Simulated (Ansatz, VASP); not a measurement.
# Sb: VASP beside Ansatz

INCAR

```
PREC = Accurate
ENCUT = 520
EDIFF = 1E-7
ISMEAR = -1
SIGMA = 0.05
LREAL = False
LASPH = True
NELM = 80
ALGO = Normal
ISIF = 2
LWAVE = False
LCHARG = False
GGA = PE
NBANDS = 12
```

KPOINTS

```
Automatic mesh
0
Gamma
  12 12 7
```

The input POSCAR:

```
Sb
1.0
    3.4700701849      0.0000000000      0.0000000000
   -1.7350350925      3.0051689330      0.0000000000
    0.0000000000      0.0000000000      5.3300000000
Sb
2
Direct
    0.3333333333      0.6666666667      0.2500000000
    0.6666666667      0.3333333333      0.7500000000
```

Input for Ansatz:

```yaml
crystal:
  lattice:
    - [3.4700701849, 0.0, 0.0]
    - [-1.7350350925, 3.005168933, 0.0]
    - [0.0, 0.0, 5.33]
  atoms:
    - { symbol: Sb, position: [0.3333333333, 0.6666666667, 0.25] }
    - { symbol: Sb, position: [0.6666666667, 0.3333333333, 0.75] }
kpoints:
  mp_grid: { grid: [12, 12, 7] }
  band_path:
    path:
      - [0.0, 0.0, 0.0]
      - [0.5, 0.0, 0.0]
      - [0.3333333333, 0.3333333333, 0.0]
      - [0.0, 0.0, 0.0]
      - [0.0, 0.0, 0.5]
      - [0.5, 0.0, 0.5]
      - [0.3333333333, 0.3333333333, 0.5]
      - [0.0, 0.0, 0.5]
      - [0.5, 0.0, 0.5]
    npoints: 5
scf:
  occupations: { method: fermi_dirac, width: 0.05 }
hamiltonian:
  xc: pbe
  pseudopotentials: { kind: all_electron, lapw: { basis_error: 0.0005 } }
output:
  forces: true
  stress: true
  eigenvalues: true
```

Change from the starting cell: equal xx and yy strain of +3 %.

Alike in both runs: task single point; functional PBE; k mesh 12 × 12 × 7; occupations fermi-dirac, width 0.05 eV; no spin polarisation.

|  | VASP | Ansatz |
| --- | --- | --- |
| version | VASP 6.6.1 | Ansatz 0.2.0 |
| potentials or method | VASP PAW PBE potentials, release 64 (Sb), cutoff 520 eV | all-electron LAPW, scalar-relativistic |

Ansatz gave:

```
pressure (GPa)                                                : -0.8
traceless stress, the component that is largest in VASP (GPa) : 0.17
```

Problem. What did VASP give for the same quantities?

Solution. Pressure (GPa): -0.9; traceless stress, the component that is largest in VASP (GPa): 0.16.

Ansatz ran all-electron here, and VASP with PAW potentials.

Spin-orbit coupling is off throughout.
